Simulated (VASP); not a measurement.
Set up this calculation in VASP 6.6.1, as the native input.

- Task: single point
- Functional: PBE
- Potentials or basis: VASP PAW PBE potentials, release 64 (Mo_sv)
- Cutoff: 400 eV
- k mesh: 1 × 1 × 1
- Occupations: methfessel-paxton, width 0.1 eV
- Spin: no spin polarisation
- Dipole correction: no
- Further INCAR settings: LREAL = Auto; ALGO = Normal; EDIFF = 1e-06; NBANDS = 238

The structure of Mo (a cell with a defect) lies in POSCAR:

```
Mo
1.0
    0.0000000000      6.3226243300      6.3226243300
    6.3226243300      0.0000000000      6.3226243300
    6.3226243300      6.3226243300      0.0000000000
Mo
31
Direct
    0.0000587013     -0.0002064142      0.0002394154
    0.1242753310      0.1237761943      0.1244728413
    0.2500405935      0.2497989638      0.2502870601
    0.3767818624      0.3762847523      0.3769908652
    0.0001301389     -0.0002775765      0.5003448470
    0.1242009169      0.1238865963      0.6279469655
    0.2511748121      0.2507897146      0.7493132702
    0.3767269579      0.3763657909      0.8704539745
   -0.0000342721      0.4996922552      0.0003968229
    0.1241533250      0.6273034378      0.1245988867
    0.2510610581      0.7486225480      0.2514730861
    0.3766891238      0.8698020945      0.3770980260
   -0.0000068490      0.4996896970      0.5004391986
    0.1300180561      0.6229674656      0.6237194045
    0.2511355192      0.7485085942      0.7493600403
    0.3724871830      0.8754719597      0.8762283444
    0.5000186126     -0.0003837328      0.0004399344
    0.6276308195      0.1237830395      0.1244865995
    0.7489505995      0.2506822485      0.2514988146
    0.8701484375      0.3762300986      0.3769614251
    0.4999501614     -0.0002458317      0.5003366954
    0.6234314700      0.1295546042      0.6238334885
    0.7488827301      0.2507535589      0.7493061517
    0.8758516834      0.3721712543      0.8762810399
    0.5000335084      0.4997144199      0.0004137522
    0.6233911006      0.6231345560      0.1302858285
    0.7489912791      0.7486548281      0.2514526466
    0.8759456641      0.8756272391      0.3727652391
    0.6235344764      0.6229755748      0.6236909811
    0.7500512455      0.7497916594      0.7502745289
    0.8759992566      0.8754752213      0.8762066492
```

These files were run (other wordings do the same):

INCAR

```
ALGO     = Normal         # electronic algorithm
EDIFF    = 1E-6           # SCF threshold, eV
ENCUT    = 400            # plane-wave cutoff, eV
GGA      = PE             # functional
GGA_COMPAT= F            
ISIF     = 2              # what is computed and relaxed
ISMEAR   = 1              # smearing method
LASPH    = T              # aspherical terms in the spheres
LCHARG   = F              # write CHGCAR
LREAL    = Auto         
LWAVE    = F              # write WAVECAR
NBANDS   = 238            # bands
NELM     = 120            # most SCF steps
PREC     = Accurate       # precision mode
SIGMA    = 0.1            # smearing width, eV
```

KPOINTS

```
k-points
0
Gamma
  1 1 1
```

Potentials or basis: VASP PAW PBE potentials, release 64 (Mo_sv).

Launch:

```sh
$ cat potpaw_PBE.64/Mo_sv/POTCAR > POTCAR
$ mpirun -np 1 vasp_gam > vasp.out
```

It gave:

| Quantity | Value |
| --- | --- |
| Pressure | -13.6 GPa |
| Largest force | 0.025 eV/Å |
| Band gap on the k mesh | 0.76 eV |

Caveat: the k points lie up to 0.86 Å⁻¹ apart.

It took 8 min on 1 thread of Intel Xeon 8259CL (shared host), peak memory 0.47 GiB.
